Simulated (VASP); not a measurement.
Cu, 1 atom in the cell. Symmetry: Fm-3m, No. 225, cubic system. Conventional cell: a = 3.813 Å, b = 3.813 Å, c = 3.813 Å, α = 90.00°, β = 90.00°, γ = 90.00°. Within 3.6 Å of Cu (site symmetry m-3m) lie 12 Cu at 2.70 Å.  This cell differs from its parent crystal: volume 13.855 Å^3 an atom, c/a of the conventional cell 1.0000.

| Property | Result |
| --- | --- |
| Program | VASP 6.6.1 |
| Task | single point |
| Functional | PBE |
| Potentials or basis | VASP PAW PBE potentials, release 64 (Cu) |
| Cutoff | 520 eV |
| k mesh | 24 × 24 × 24 |
| Occupations | gaussian, width 0.15 eV |
| Spin | no spin polarisation |
| Dipole correction | no |
| Further INCAR settings | ALGO = Fast; EDIFF = 1e-06; NBANDS = 12 |

Potentials or basis: VASP PAW PBE potentials, release 64 (Cu).

Run with:

```console
$ cat potpaw_PBE.64/Cu/POTCAR > POTCAR
$ mpirun -np 1 vasp_std > vasp.out
```

Hardware: 1 thread of Intel(R) Xeon(R) 6975P-C (Granite Rapids) (shared host).

Estimate the wall time of this run.

Run time: 30 s on 1 thread of Intel(R) Xeon(R) 6975P-C (Granite Rapids) (shared host), peak memory 0.17 GiB. Counts: scf iterations 13, k points 413.
